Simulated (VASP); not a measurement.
# BiH (Fmmm) in VASP: notebook

BiH is run at these levels: PBE; tasks: single point, relaxation of cell and atoms.

Everything below comes from runs of VASP 6.6.1. Logs are shortened: lines on timing, memory, paths and dates and some standing lists are left out, and cuts for length are marked.

**1. The cell of the first run**

It takes space group Fmmm (No. 69, orthorhombic). The conventional cell has a = 5.273 Å, b = 5.609 Å, c = 5.986 Å, α = 90.00°, β = 90.00°, γ = 90.00°. Within 3.5 Å of Bi (site symmetry mmm) lie 6 H at 2.64 to 2.99 Å. H (site symmetry mmm) has 6 Bi at 2.64 to 2.99 Å within 3.5 Å.

**2. Single point, PBE**

INCAR reads:

```
SYSTEM = BiH
PREC     = Accurate       ! precision mode
ENCUT    = 520            ! plane-wave cutoff, eV
EDIFF    = 1E-6           ! SCF threshold, eV
ISMEAR   = 0              ! smearing method
SIGMA    = 0.1            ! smearing width, eV
LREAL    = .FALSE.        ! projectors in reciprocal space
LASPH    = .TRUE.         ! aspherical terms in the spheres
NELM     = 100            ! most SCF steps
ALGO     = Normal         ! electronic algorithm
ISIF     = 2              ! what is computed and relaxed
LWAVE    = .FALSE.        ! write WAVECAR
LCHARG   = .FALSE.        ! write CHGCAR
GGA      = PE             ! functional
NBANDS   = 15             ! bands
```

KPOINTS reads:

```
regular mesh
0
G
  6 6 6
  0 0 0
```

POSCAR reads:

```
BiH
1.0
    0.0000000000      2.8043376769      2.9930407729
    2.6366015916      0.0000000000      2.9930407729
    2.6366015916      2.8043376769      0.0000000000
Bi H
1 1
Direct
    0.0000000000      0.0000000000      0.0000000000
    0.5000000000      0.5000000000      0.5000000000
```

Potentials or basis: VASP PAW PBE potentials, release 64 (Bi_d, H).

On the command line:

```bash
> cat potpaw_PBE.64/Bi_d/POTCAR potpaw_PBE.64/H/POTCAR > POTCAR
> mpirun -np 1 vasp_std > vasp.out
```

OUTCAR:

```text
SYSTEM = BiH
   PREC = Accurate
   ENCUT = 520
   EDIFF = 1E-6
   ISMEAR = 0
   LREAL = .FALSE.
   LASPH = .TRUE.
   NELM = 100
   ISIF = 2
   GGA = PE

 ion  position               nearest neighbor table
   1  0.000  0.000  0.000-
   2  0.500  0.500  0.500-

  LATTYP: Found a face centered orthorhombic cell.
 ALAT       =     5.2732031832
 B/A-ratio  =     1.0636182902
 C/A-ratio  =     1.1351888668

  Lattice vectors:

 A1 = (   0.0000000000,   2.8043376769,   2.9930407729)
 A2 = (   2.6366015916,   0.0000000000,   2.9930407729)
 A3 = (   2.6366015916,   2.8043376769,   0.0000000000)

Analysis of symmetry for initial positions (statically):
=====================================================================
 Subroutine PRICEL returns:
 Original cell was already a primitive cell.

 Routine SETGRP: Setting up the symmetry group for a
 face centered orthorhombic supercell.

 Subroutine GETGRP returns: Found  8 space group operations
 (whereof  8 operations were pure point group operations)
 out of a pool of  8 trial point group operations.

The static configuration has the point symmetry D_2h.

Analysis of symmetry for dynamics (positions and initial velocities):
=====================================================================
 Subroutine PRICEL returns:
 Original cell was already a primitive cell.

 Routine SETGRP: Setting up the symmetry group for a
 face centered orthorhombic supercell.

 Subroutine GETGRP returns: Found  8 space group operations
 (whereof  8 operations were pure point group operations)
 out of a pool of  8 trial point group operations.

The dynamic configuration has the point symmetry D_2h.

 Subroutine INISYM returns: Found  8 space group operations
 (whereof  8 operations are pure point group operations),
 and found     1 'primitive' translations

----------------------------------------------------------------------------------------

                                     Primitive cell

  volume of cell :      44.2606

  direct lattice vectors                    reciprocal lattice vectors
     0.000000000  2.804337677  2.993040773    -0.189638056  0.178295219  0.167054189
     2.636601592  0.000000000  2.993040773     0.189638056 -0.178295219  0.167054189
     2.636601592  2.804337677  0.000000000     0.189638056  0.178295219 -0.167054189

  length of vectors
     4.101536648  3.988729249  3.849152863     0.309287697  0.309287697  0.309287697

  position of ions in fractional coordinates (direct lattice)
     0.000000000  0.000000000  0.000000000
     0.500000000  0.500000000  0.500000000

  ion indices of the primitive-cell ions
   primitive index   ion index
                 1           1
                 2           2

----------------------------------------------------------------------------------------

 KPOINTS: regular mesh

Automatic generation of k-mesh.
 Grid dimensions read from file:
 generate k-points for:    6    6    6

 Generating k-lattice:

  Cartesian coordinates                     Fractional coordinates (reciprocal lattice)
    -0.031606343  0.029715870  0.027842365     0.166666667  0.000000000  0.000000000
     0.031606343 -0.029715870  0.027842365    -0.000000000  0.166666667 -0.000000000
     0.031606343  0.029715870 -0.027842365     0.000000000  0.000000000  0.166666667

  Length of vectors
     0.051547949  0.051547949  0.051547949

  Shift w.r.t. Gamma in fractional coordinates (k-lattice)
     0.000000000  0.000000000  0.000000000

 Subroutine IBZKPT returns following result:
 ===========================================

 Found     46 irreducible k-points:

 Following reciprocal coordinates:
            Coordinates               Weight
  0.000000  0.000000  0.000000      1.000000
  0.166667 -0.000000  0.000000      8.000000
  0.333333 -0.000000  0.000000      8.000000
  0.500000 -0.000000  0.000000      4.000000
  0.166667  0.166667  0.000000      2.000000
  0.333333  0.166667  0.000000      8.000000
[... 16 lines left out ...]
 -0.166667  0.166667  0.166667      8.000000
  0.500000  0.333333  0.166667      4.000000
 [... further k-points ...]
   k-points           NKPTS =     46   k-points in BZ     NKDIM =     46   number of bands    NBANDS=     15
   number of dos      NEDOS =    301   number of ions     NIONS =      2
   total plane-waves  NPLWV =  28800
   dimension x,y,z NGX =    32 NGY =   30 NGZ =   30
   dimension x,y,z NGXF=    64 NGYF=   60 NGZF=   60
   ions per type =               1   1
   NGX,Y,Z   is equivalent  to a cutoff of  12.97, 12.50, 12.96 a.u.
   NGXF,Y,Z  is equivalent  to a cutoff of  25.94, 25.01, 25.91 a.u.
 SYSTEM =  BiH
   PREC   = accura    normal or accurate (medium, high low for compatibility)
   ISTART =      0    job   : 0-new  1-cont  2-samecut
   ICHARG =      2    charge: 1-file 2-atom 10-const
   ISPIN  =      1    spin polarized calculation?
   LNONCOLLINEAR =      F non collinear calculations
   LSORBIT =      F    spin-orbit coupling
   LASPH  =      T    aspherical Exc in radial PAW
   ENCUT  =  520.0 eV  38.22 Ry    6.18 a.u.   7.63  7.42  7.16*2*pi/ulx,y,z
   NELM   =    100;   NELMIN=  2; NELMDL= -5     # of ELM steps
   EDIFF  = 0.1E-05   stopping-criterion for ELM
   LREAL  =      F    real-space projection
   EDIFFG = 0.1E-04   stopping-criterion for IOM
   NSW    =      0    number of steps for IOM
   IBRION =     -1    ionic relax: 0-MD 1-quasi-New 2-CG
   NFREE  =      0    steps in history (QN), initial steepest desc. (CG)
   ISIF   =      2    stress and relaxation
   ISYM   =      2    0-nonsym 1-usesym 2-fastsym
   POTIM  = 0.5000    time-step for ionic-motion
   TEBEG  =    0.0;   TEEND  =   0.0 temperature during run
   PSTRESS=    0.0 pullay stress
   NELECT =      16.0000    total number of electrons
   NUPDOWN=      -1.0000    fix difference up-down
   EMIN   =  10.00;   EMAX   =-10.00  energy-range for DOS
   EFERMI =   0.00;   METHOD = LEGACY
   ISMEAR =     0;   SIGMA  =   0.10  broadening in eV -4-tet -1-fermi 0-gaus
   EFERMI_NEDOS =   21; number of points for ismear=-14 and -15
   IALGO  =     38    algorithm
   IMIX   =      4    mixing-type and parameters
     AMIX     =   0.40;   BMIX     =  1.00
     AMIX_MAG =   1.60;   BMIX_MAG =  1.00
  volume/ion in A,a.u.               =      22.13       149.34
  Fermi-wavevector in a.u.,A,eV,Ry     =   1.166207  2.203812 18.504454  1.360039
  Thomas-Fermi vector in A             =   2.302723
   LORBIT       =      0    0 simple, 1 ext, 2 COOP (PROOUT), +10 PAW based schemes
   GGA     = PE    functional components
   LHFCALC =     F    Hartree Fock is set to
   AEXX    =    0.0000 exact exchange contribution
   IVDW    =     0    specifies the selected vdW correction
   LEPSILON=     F    determine dielectric tensor
   LRPA    =     F    only Hartree local field effects (RPA)
 non-spin polarized calculation
 Gauss-broadening in eV      SIGMA  =   0.10
  energy-cutoff  :      520.00
  volume of cell :       44.26
 maximum number of plane-waves:      1225
 NGX is ok and might be reduce to    32
   NGX = 15   NGY = 15   NGZ = 15

 number of electron      16.0000001 magnetization

 Free energy of the ion-electron system (eV)
  ---------------------------------------------------
  ext. energy  EPLUGINS =         0.00000000
  ---------------------------------------------------
  free energy    TOTEN  =        -5.61334374 eV

  energy without entropy =       -5.60921220  energy(sigma->0) =       -5.61127797

 E-fermi :   4.8548     XC(G=0):  -9.2352

 val. band max:        4.7919727890   @ k =   0.3333   0.0000   0.3333
 cond. band min:       4.9375893812   @ k =  -0.3333   0.3333   0.3333
 fundamental gap:      0.1456165922
 Fermi energy:         4.8547726933

 k-point     1 :       0.0000    0.0000    0.0000
  band No.  band energies     occupation
      1     -18.4467      2.00000
      2     -18.4349      2.00000
      3     -18.4310      2.00000
      4     -18.4253      2.00000
      5     -18.3823      2.00000
      6      -7.4775      2.00000
      7       4.2012      2.00000
      8       7.2335      0.00000
      9       7.3614      0.00000
     10       7.4473      0.00000
     11      13.4481      0.00000
     12      13.6527      0.00000
     13      13.7423      0.00000
     14      13.7820      0.00000
     15      14.0858      0.00000

 k-point     2 :       0.1667   -0.0000    0.0000
  band No.  band energies     occupation
      1     -18.4437      2.00000
      2     -18.4348      2.00000
      3     -18.4243      2.00000
      4     -18.4197      2.00000
      5     -18.3838      2.00000
      6      -7.1707      2.00000
      7       2.8141      2.00000
      8       6.8611      0.00000
      9       7.1951      0.00000
     10       7.4530      0.00000
     11      11.6471      0.00000
     12      13.2655      0.00000
     13      13.7112      0.00000
     14      14.4558      0.00000
     15      14.9315      0.00000

 k-point     3 :       0.3333   -0.0000    0.0000
  band No.  band energies     occupation
      1     -18.4443      2.00000
      2     -18.4323      2.00000
      3     -18.4212      2.00000
      4     -18.3977      2.00000
      5     -18.3834      2.00000
      6      -6.3836      2.00000
      7       0.4950      2.00000
      8       6.1088      0.00000
      9       6.8125      0.00000
     10       7.6268      0.00000
     11      10.2564      0.00000
     12      12.2979      0.00000
     13      13.6994      0.00000
     14      15.2341      0.00000
     15      16.7216      0.00000
[... 343 lines left out ...]
 k-point    23 :      -0.1667    0.1667    0.1667
  band No.  band energies     occupation
      1     -18.4369      2.00000
      2     -18.4303      2.00000
      3     -18.4257      2.00000
      4     -18.3967      2.00000
      5     -18.3852      2.00000
      6      -6.3272      2.00000
      7       0.9698      2.00000
      8       5.5744      0.00000
      9       5.6049      0.00000
     10       7.2107      0.00000
     11      11.2024      0.00000
     12      12.9555      0.00000
     13      14.3233      0.00000
     14      14.7570      0.00000
     15      17.7525      0.00000

 k-point    24 :       0.5000    0.3333    0.1667
  band No.  band energies     occupation
      1     -18.4400      2.00000
      2     -18.4223      2.00000
      3     -18.4142      2.00000
      4     -18.4122      2.00000
      5     -18.3792      2.00000
      6      -6.0059      2.00000
      7       1.2356      2.00000
      8       3.8082      2.00000
      9       4.1629      2.00000
     10       7.2720      0.00000
     11      12.5270      0.00000
     12      12.7598      0.00000
     13      14.7581      0.00000
     14      16.9881      0.00000
     15      17.9331      0.00000

 [... further k-points ...]

------------------------ aborting loop because EDIFF is reached ----------------------------------------

  FORCE on cell =-STRESS in cart. coord.  units (eV):
  Direction    XX          YY          ZZ          XY          YZ          ZX
  --------------------------------------------------------------------------------------
  -------------------------------------------------------------------------------------
  Total       -3.3846718     -1.4728944     -2.2367372      0.0000000      0.0000000      0.0000000
  in kB     -122.5207655    -53.3168837    -80.9670090      0.0000000      0.0000000      0.0000000
  external PRESSURE =     -85.6015527 kB  Pullay stress =       0.0000000 kB

 VOLUME and BASIS-vectors are now :
 -----------------------------------------------------------------------------
  energy-cutoff  :      520.00
  volume of cell :       44.26
      direct lattice vectors                 reciprocal lattice vectors
     0.000000000  2.804337677  2.993040773    -0.189638056  0.178295219  0.167054189
     2.636601592  0.000000000  2.993040773     0.189638056 -0.178295219  0.167054189
     2.636601592  2.804337677  0.000000000     0.189638056  0.178295219 -0.167054189

 POSITION                                       TOTAL-FORCE (eV/Angst)
 -----------------------------------------------------------------------------------
      0.00000      0.00000      0.00000         0.000000      0.000000     -0.000000
      2.63660      2.80434      2.99304        -0.000000     -0.000000      0.000000
 -----------------------------------------------------------------------------------
    total drift:                                0.000000     -0.000000     -0.000000

  FREE ENERGIE OF THE ION-ELECTRON SYSTEM (eV)
  ---------------------------------------------------
  free  energy   TOTEN  =        -5.6133437357 eV

  energy  without entropy=       -5.6092121972  energy(sigma->0) =       -5.61127797
```

It took 13 s on 1 thread of Oxide Virtual Turin-like, shared host; peak memory 0.15 GiB.

What came out:

| Property | Result |
| --- | --- |
| Free energy | -5.6133 eV |
| Pressure | -8.6 GPa |
| Band gap on the k mesh | zero (bands 8 and 9 overlap by 4.18 eV) |

Stress tensor (GPa, compression positive):
```
-12.25   0.00   0.00
  0.00  -5.33   0.00
  0.00   0.00  -8.10
```

Caveat: the stress differs along the axes, from -12 to -5 GPa; spin-orbit coupling is left out, which moves the levels of the heavy elements.

**3. Relaxation of cell and atoms, PBE**

INCAR reads:

```
ALGO = Fast ; EDIFF = 1E-6
EDIFFG = -0.04 ; ENCUT = 600
GGA = PE ; IBRION = 2
ISIF = 3 ; ISMEAR = 0
LASPH = True ; LCHARG = False
LREAL = False ; LWAVE = False
NELM = 80 ; NSW = 90
PREC = Accurate ; SIGMA = 0.1
```

KPOINTS reads:

```
k-points
0
Gamma
  6 6 6
```

POSCAR is that of step 2.

Potentials or basis: VASP PAW PBE potentials, release 64 (Bi_d, H).

On the command line:

```bash
> cat potpaw_PBE.64/Bi_d/POTCAR potpaw_PBE.64/H/POTCAR > POTCAR
> mpirun -np 1 vasp_std > vasp.out
```

It took 1.9 min on 1 thread of Oxide Virtual Turin-like, shared host; peak memory 0.18 GiB.

Results (log left out):

```yaml
Free_energy: -6.0082 eV
Relaxed_volume: 17.22 Å³/atom
Relaxed_cell: a = 3.841 Å, b = 3.580 Å, c = 3.582 Å, α = 64.85°, β = 57.55°, γ = 57.60°
Space_group_after_relaxing_to_0.1_Å: I4/mmm (No. 139)
Energy_gained_by_relaxing: 197.4 meV/atom
Ionic_steps: 9
Pressure_after_relaxing: 0.0 GPa
Band_gap_on_the_k_mesh: zero (bands 8 and 9 overlap by 5.92 eV)
```

Stress tensor (GPa, compression positive):
```
-0.25  0.00  0.00
 0.00  0.02  0.00
 0.00  0.00  0.11
```

The path:
```csv
step,energy change (eV),largest force (eV/Å),pressure (GPa),volume (Å³)
1,0.0000,0.0000,-8.67,44.26
2,-0.3453,0.0000,-3.71,37.00
3,-0.3867,0.0000,-0.20,34.53
4,-0.3870,0.0000,0.30,34.26
5,-0.3920,0.0000,0.19,34.30
6,-0.3887,0.0000,0.20,34.39
7,-0.3945,0.0000,0.15,34.35
8,-0.3946,0.0000,0.13,34.34
9,-0.3947,0.0000,-0.04,34.44
```

Final structure:
```xyz
2
Lattice="0.0000 2.7170 2.7145 2.3347 0.0000 2.7145 2.3347 2.7170 0.0000" Properties=species:S:1:pos:R:3 pbc="T T T"
Bi    2.3347    0.0000    2.7145
H     2.3347    2.7170    2.7145
```

Levels at points of the mesh, in eV from the Fermi level:
```
           k point  band 5  band 6  band 7  band 8  band 9  band 10  band 11  band 12
(0.00, 0.00, 0.00)  -23.33  -13.92    0.19    3.21    3.81     3.81     8.89     9.66
(0.50, 0.00, 0.00)  -23.29  -11.08   -7.19    1.31    1.58     4.65     5.54     6.98
(0.50, 0.50, 0.00)  -23.28  -10.81   -4.94   -2.30   -0.36     0.79     5.25    13.23
(0.50, 0.00, 0.50)  -23.28  -10.81   -4.94   -2.29   -0.34     0.80     5.25    13.25
(0.00, 0.50, 0.50)  -23.29   -9.52   -3.96   -3.52   -1.35    -1.34     3.85    15.48
```

Caveat: the volume moved by over 15 % at a fixed basis, so the end points are rough; spin-orbit coupling is left out, which moves the levels of the heavy elements.

The gap in the log of VASP goes by the Fermi energy; the results here count the filled bands.